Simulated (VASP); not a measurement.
# AlN (F-43m) in VASP: notebook, part 2 of 2

VASP 6.6.1. The steps go on from the part before.

## 4. Single point, PBE (volume changed by -3%)

Contents of INCAR:

```
SYSTEM = AlN
PREC     = Accurate       ! precision mode
ENCUT    = 520            ! plane-wave cutoff, eV
EDIFF    = 1E-6           ! SCF threshold, eV
ISMEAR   = 0              ! smearing method
SIGMA    = 0.01           ! smearing width, eV
LREAL    = .FALSE.        ! projectors in reciprocal space
LASPH    = .TRUE.         ! aspherical terms in the spheres
NELM     = 100            ! most SCF steps
ALGO     = Normal         ! electronic algorithm
ISIF     = 2              ! what is computed and relaxed
LWAVE    = .FALSE.        ! write WAVECAR
LCHARG   = .FALSE.        ! write CHGCAR
GGA      = PE             ! functional
NBANDS   = 11             ! bands
```

Contents of KPOINTS:

```
regular mesh
0
G
  8 8 8
  0 0 0
```

Contents of POSCAR:

```
AlN
1.0
    0.0000000000      2.1793001321      2.1793001321
    2.1793001321      0.0000000000      2.1793001321
    2.1793001321      2.1793001321      0.0000000000
Al N
1 1
Direct
    0.0000000000      0.0000000000      0.0000000000
    0.2500000000      0.2500000000      0.2500000000
```

Potentials or basis: VASP PAW PBE potentials, release 64 (Al, N).

On the command line:

```
$ cat potpaw_PBE.64/Al/POTCAR potpaw_PBE.64/N/POTCAR > POTCAR
$ mpirun -np 1 vasp_std > vasp.out
```

OUTCAR:

```text
SYSTEM = AlN
   PREC = Accurate
   ENCUT = 520
   EDIFF = 1E-6
   ISMEAR = 0
   LREAL = .FALSE.
   LASPH = .TRUE.
   NELM = 100
   ISIF = 2
   GGA = PE

 ion  position               nearest neighbor table
   1  0.000  0.000  0.000-   2 1.89   2 1.89   2 1.89   2 1.89
   2  0.250  0.250  0.250-   1 1.89   1 1.89   1 1.89   1 1.89

  LATTYP: Found a face centered cubic cell.
 ALAT       =     4.3586002642

  Lattice vectors:

 A1 = (   0.0000000000,   2.1793001321,   2.1793001321)
 A2 = (   2.1793001321,   0.0000000000,   2.1793001321)
 A3 = (   2.1793001321,   2.1793001321,   0.0000000000)

Analysis of symmetry for initial positions (statically):
=====================================================================
 Subroutine PRICEL returns:
 Original cell was already a primitive cell.

 Routine SETGRP: Setting up the symmetry group for a
 face centered cubic supercell.

 Subroutine GETGRP returns: Found 24 space group operations
 (whereof 24 operations were pure point group operations)
 out of a pool of 48 trial point group operations.

The static configuration has the point symmetry T_d .

Analysis of symmetry for dynamics (positions and initial velocities):
[... 166 lines left out ...]
 k-point     1 :       0.0000    0.0000    0.0000
  band No.  band energies     occupation
      1      -8.9870      2.00000
      2       6.0313      2.00000
      3       6.0313      2.00000
      4       6.0313      2.00000
      5      10.2844      0.00000
      6      18.6556      0.00000
      7      18.6556      0.00000
      8      18.6556      0.00000
      9      23.7717      0.00000
     10      23.7717      0.00000
     11      25.1863      0.00000
[... 309 lines left out ...]
 k-point    24 :      -0.3750    0.2500    0.1250
  band No.  band energies     occupation
      1      -6.5968      2.00000
      2       0.8684      2.00000
      3       3.8010      2.00000
      4       4.9109      2.00000
      5      13.1540      0.00000
      6      15.3438      0.00000
      7      18.2670      0.00000
      8      18.7753      0.00000
      9      23.2944      0.00000
     10      24.8777      0.00000
     11      28.1657      0.00000

 [... further k-points ...]
[... 5 lines left out ...]
  --------------------------------------------------------------------------------------
  -------------------------------------------------------------------------------------
  Total        0.7712594      0.7712594      0.7712594      0.0000000      0.0000000      0.0000000
  in kB       59.6938992     59.6938992     59.6938992      0.0000000      0.0000000      0.0000000
  external PRESSURE =      59.6938992 kB  Pullay stress =       0.0000000 kB

 VOLUME and BASIS-vectors are now :
 -----------------------------------------------------------------------------
  energy-cutoff  :      520.00
  volume of cell :       20.70
      direct lattice vectors                 reciprocal lattice vectors
     0.000000000  2.179300132  2.179300132    -0.229431455  0.229431455  0.229431455
     2.179300132  0.000000000  2.179300132     0.229431455 -0.229431455  0.229431455
     2.179300132  2.179300132  0.000000000     0.229431455  0.229431455 -0.229431455

 POSITION                                       TOTAL-FORCE (eV/Angst)
 -----------------------------------------------------------------------------------
      0.00000      0.00000      0.00000        -0.000000     -0.000000     -0.000000
      1.08965      1.08965      1.08965         0.000000      0.000000      0.000000
 -----------------------------------------------------------------------------------
    total drift:                                0.000000      0.000000      0.000000

  FREE ENERGIE OF THE ION-ELECTRON SYSTEM (eV)
  ---------------------------------------------------
  free  energy   TOTEN  =       -14.8358514122 eV

  energy  without entropy=      -14.8358514122  energy(sigma->0) =      -14.83585141
```

OSZICAR:

```text
N       E                     dE             d eps       ncg     rms          rms(c)
DAV:   1     0.130404322794E+02    0.13040E+02   -0.40002E+03   654   0.617E+02
DAV:   2    -0.162649794237E+02   -0.29305E+02   -0.28228E+02   757   0.140E+02
DAV:   3    -0.172236321771E+02   -0.95865E+00   -0.95735E+00   790   0.247E+01
DAV:   4    -0.172288419222E+02   -0.52097E-02   -0.52092E-02   716   0.196E+00
DAV:   5    -0.172289052453E+02   -0.63323E-04   -0.63323E-04   790   0.209E-01    0.866E+00
DAV:   6    -0.148466776903E+02    0.23822E+01   -0.11845E+01   753   0.173E+01    0.284E+00
DAV:   7    -0.148423014009E+02    0.43763E-02   -0.17216E-01   710   0.324E+00    0.207E+00
DAV:   8    -0.148371440549E+02    0.51573E-02   -0.27370E-02   698   0.157E+00    0.575E-01
DAV:   9    -0.148357929240E+02    0.13511E-02   -0.38319E-03   764   0.368E-01    0.232E-01
DAV:  10    -0.148358390115E+02   -0.46087E-04   -0.39237E-04   695   0.128E-01    0.212E-02
DAV:  11    -0.148358514952E+02   -0.12484E-04   -0.12116E-05   740   0.261E-02    0.157E-02
DAV:  12    -0.148358514122E+02    0.82921E-07   -0.33826E-07   433   0.456E-03
   1 F= -.14835851E+02 E0= -.14835851E+02  d E =-.971468E-46
```

stdout:

```text
POSCAR found type information on POSCAR AlN
 POSCAR found :  2 types and       2 ions
 scaLAPACK will be used
 LDA part: xc-table for (Slater+PW92), standard interpolation
 POSCAR, INCAR and KPOINTS ok, starting setup
 FFT: planning ... GRIDC
 FFT: planning ... GRID_SOFT
 FFT: planning ... GRID
 WAVECAR not read
 entering main loop
```

It took 6.5 s on 1 thread of Intel Xeon 8259CL, shared host; peak memory 0.13 GiB.

What came out:

* Free energy: -14.8359 eV
* Pressure: 6.0 GPa
* Band gap on the k mesh: 3.32 eV, indirect (least direct gap 4.25 eV)

## 5. Single point, PBE (volume changed by +3%)

Contents of INCAR:

```
SYSTEM = AlN
ALGO     = Normal         ! electronic algorithm
EDIFF    = 1E-6           ! SCF threshold, eV
ENCUT    = 520            ! plane-wave cutoff, eV
GGA      = PE             ! functional
ISIF     = 2              ! what is computed and relaxed
ISMEAR   = 0              ! smearing method
LASPH    = .True.         ! aspherical terms in the spheres
LCHARG   = .False.        ! write CHGCAR
LREAL    = .False.        ! projectors in reciprocal space
LWAVE    = .False.        ! write WAVECAR
NBANDS   = 11             ! bands
NELM     = 100            ! most SCF steps
PREC     = Accurate       ! precision mode
SIGMA    = 0.01           ! smearing width, eV
```

Contents of KPOINTS:

```
k-points
0
Gamma
  8 8 8
  0 0 0
```

Contents of POSCAR:

```
AlN
1.0
    0.0000000000      2.2233382623      2.2233382623
    2.2233382623      0.0000000000      2.2233382623
    2.2233382623      2.2233382623      0.0000000000
Al N
1 1
Direct
    0.0000000000      0.0000000000      0.0000000000
    0.2500000000      0.2500000000      0.2500000000
```

Potentials or basis: VASP PAW PBE potentials, release 64 (Al, N).

On the command line:

```
$ cat potpaw_PBE.64/Al/POTCAR potpaw_PBE.64/N/POTCAR > POTCAR
$ mpirun -np 1 vasp_std > vasp.out
```

OUTCAR:

```text
SYSTEM = AlN
   EDIFF = 1E-6
   ENCUT = 520
   GGA = PE
   ISIF = 2
   ISMEAR = 0
   LASPH = .True.
   LREAL = .False.
   NELM = 100
   PREC = Accurate

 ion  position               nearest neighbor table
   1  0.000  0.000  0.000-   2 1.93   2 1.93   2 1.93   2 1.93
   2  0.250  0.250  0.250-   1 1.93   1 1.93   1 1.93   1 1.93

  LATTYP: Found a face centered cubic cell.
 ALAT       =     4.4466765246

  Lattice vectors:

 A1 = (   0.0000000000,   2.2233382623,   2.2233382623)
 A2 = (   2.2233382623,   0.0000000000,   2.2233382623)
 A3 = (   2.2233382623,   2.2233382623,   0.0000000000)
[... 512 lines left out ...]
      7      17.1116      0.00000
      8      17.7059      0.00000
      9      21.9726      0.00000
     10      23.6537      0.00000
     11      26.7643      0.00000

 [... further k-points ...]
[... 5 lines left out ...]
  --------------------------------------------------------------------------------------
  -------------------------------------------------------------------------------------
  Total       -0.7750350     -0.7750350     -0.7750350      0.0000000      0.0000000      0.0000000
  in kB      -56.4917788    -56.4917788    -56.4917788      0.0000000      0.0000000      0.0000000
  external PRESSURE =     -56.4917788 kB  Pullay stress =       0.0000000 kB

 VOLUME and BASIS-vectors are now :
 -----------------------------------------------------------------------------
  energy-cutoff  :      520.00
  volume of cell :       21.98
      direct lattice vectors                 reciprocal lattice vectors
     0.000000000  2.223338262  2.223338262    -0.224887058  0.224887058  0.224887058
     2.223338262  0.000000000  2.223338262     0.224887058 -0.224887058  0.224887058
     2.223338262  2.223338262  0.000000000     0.224887058  0.224887058 -0.224887058

 POSITION                                       TOTAL-FORCE (eV/Angst)
 -----------------------------------------------------------------------------------
      0.00000      0.00000      0.00000        -0.000000     -0.000000     -0.000000
      1.11167      1.11167      1.11167         0.000000      0.000000      0.000000
 -----------------------------------------------------------------------------------
    total drift:                               -0.000000     -0.000000     -0.000000

  FREE ENERGIE OF THE ION-ELECTRON SYSTEM (eV)
  ---------------------------------------------------
  free  energy   TOTEN  =       -14.8355924149 eV

  energy  without entropy=      -14.8355924149  energy(sigma->0) =      -14.83559241
```

It took 6.9 s on 1 thread of Intel Xeon 8259CL, shared host; peak memory 0.13 GiB.

Results:

```yaml
Free_energy: -14.8356 eV
Pressure: -5.6 GPa
Band_gap_on_the_k_mesh: 3.29 eV, indirect (least direct gap 3.73 eV)
```

Levels at points of the mesh, in eV from the valence-band top:
```
           k point  band 2  band 3  band 4  band 5  band 6  band 7
(0.00, 0.00, 0.00)    0.00    0.00    0.00    3.73   12.04   12.04
(0.50, 0.00, 0.00)   -5.63   -0.47   -0.47    6.90    9.50   10.81
(0.50, 0.50, 0.00)   -4.74   -1.72   -1.72    3.29    8.29   13.26
```

 A k mesh can miss the band edges.

## 6. Overview

```tsv
cell	gap on the mesh (eV)	pressure (GPa)
a = 3.050 Å, angles 60.0°, 2 atoms	3.34	13.2
a = 3.113 Å, angles 60.0°, 2 atoms	3.31	-0.3
a = 3.082 Å, angles 60.0°, 2 atoms	3.32	6.0
a = 3.144 Å, angles 60.0°, 2 atoms	3.29	-5.6
```

Alike in all rows: task single point; level PBE; potentials or basis VASP PAW PBE potentials, release 64 (Al, N); no spin polarisation; k mesh 8 × 8 × 8; cutoff (eV) 520; smearing gaussian 0.01 eV.

Absolute energies hang on the potentials; compare differences alone.
